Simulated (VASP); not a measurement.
A run of VASP 6.6.1:

INCAR

```
SYSTEM = Os
PREC = Accurate
ENCUT = 520
EDIFF = 1E-6
ISMEAR = 0
SIGMA = 0.15
LREAL = .FALSE.
LASPH = .TRUE.
NELM = 100
ALGO = Normal
ISIF = 2
LWAVE = .FALSE.
LCHARG = .TRUE.
GGA = PS
LELF = .TRUE.
LVHAR = .TRUE.
NBANDS = 15
```

Contents of KPOINTS:

```
Automatic mesh
0
G
  18 18 12
  0 0 0
```

The input POSCAR:

```
Os
1.0
    2.8708049743      0.0000000000      0.0000000000
   -1.4354024872      2.4861900370      0.0000000000
    0.0000000000      0.0000000000      4.5356850000
Os
2
Direct
    0.3333333333      0.6666666667      0.2500000000
    0.6666666667      0.3333333333      0.7500000000
```

Potentials or basis: VASP PAW PBE potentials, release 64 (Os).

Command:

```console
$ cat potpaw_PBE.64/Os/POTCAR > POTCAR
$ mpirun -np 1 vasp_std > vasp.out
```

Hardware: 1 thread of Oxide Virtual Turin-like Processor, with other jobs on the host.

Task: How long does it take, and how much memory?

Result: Run time: 3.4 min on 1 thread of Oxide Virtual Turin-like Processor (shared host), peak memory 0.21 GiB. Counts: scf iterations 12, k points 259.
